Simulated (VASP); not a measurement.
Write the native input for VASP 6.6.1 that does the following.

```
Task                   : single point
Functional             : r2SCAN
Potentials or basis    : VASP PAW PBE potentials, release 64 (K_sv, F)
Cutoff                 : 520 eV
k mesh                 : 6 × 6 × 6
Occupations            : gaussian, width 0.01 eV
Spin                   : no spin polarisation
Dipole correction      : no
Further INCAR settings : ALGO = Normal; EDIFF = 1e-07; NBANDS = 24
```

The system is KF.

```
K F
1.0
     4.45870    0.00000    0.00000
    -2.22935    3.86135    0.00000
     0.00000    0.00000    5.27169
K F
2 2
Direct
  0.33333 0.66667 0.25000
  0.66667 0.33333 0.75000
  0.66667 0.33333 0.25000
  0.33333 0.66667 0.75000
```

This cell differs from its parent crystal: biaxial xy strain -0.6%.

The input as run:

POSCAR

```
KF
1.0
    4.4587043838      0.0000000000      0.0000000000
   -2.2293521919      3.8613512644      0.0000000000
    0.0000000000      0.0000000000      5.2716949983
K F
2 2
Direct
    0.3333333333      0.6666666667      0.2500000000
    0.6666666667      0.3333333333      0.7500000000
    0.6666666667      0.3333333333      0.2500000000
    0.3333333333      0.6666666667      0.7500000000
```

INCAR.step1

```
SYSTEM = KF
PREC = Accurate
ENCUT = 520
ISMEAR = 0
SIGMA = 0.01
LREAL = .FALSE.
LASPH = .TRUE.
NELM = 60
NBANDS = 24
GGA = PE
ALGO = Normal
EDIFF = 1E-4
LWAVE = .TRUE.
LCHARG = .FALSE.
```

INCAR.step2

```
SYSTEM = KF
PREC = Accurate
ENCUT = 520
EDIFF = 1E-7
ISMEAR = 0
SIGMA = 0.01
LREAL = .FALSE.
LASPH = .TRUE.
NELM = 60
ALGO = Normal
ISIF = 2
LWAVE = .FALSE.
LCHARG = .FALSE.
METAGGA = R2SCAN
LMIXTAU = .TRUE.
NBANDS = 24
ISTART = 1
```

KPOINTS

```
regular mesh
0
G
  6 6 6
  0 0 0
```

Potentials or basis: VASP PAW PBE potentials, release 64 (K_sv, F).

Run with:

```bash
$ cat potpaw_PBE.64/K_sv/POTCAR potpaw_PBE.64/F/POTCAR > POTCAR
$ cp INCAR.step1 INCAR
$ mpirun -np 1 vasp_std > vasp.out
$ cp INCAR.step2 INCAR
$ mpirun -np 1 vasp_std > vasp.out
```

Results of the run:

```
Pressure               : 0.3 GPa
Band gap on the k mesh : 5.99 eV
```

Caveat: the cell differs from its parent crystal (biaxial xy strain -0.6%); the PAW data sets were made with another functional, which shifts forces and pressure a little.

Wall time 3.8 min on 1 thread of Intel(R) Xeon(R) Platinum 8375C CPU @ 2.90GHz (Ice Lake), with other jobs on the host, peak memory 0.24 GiB.
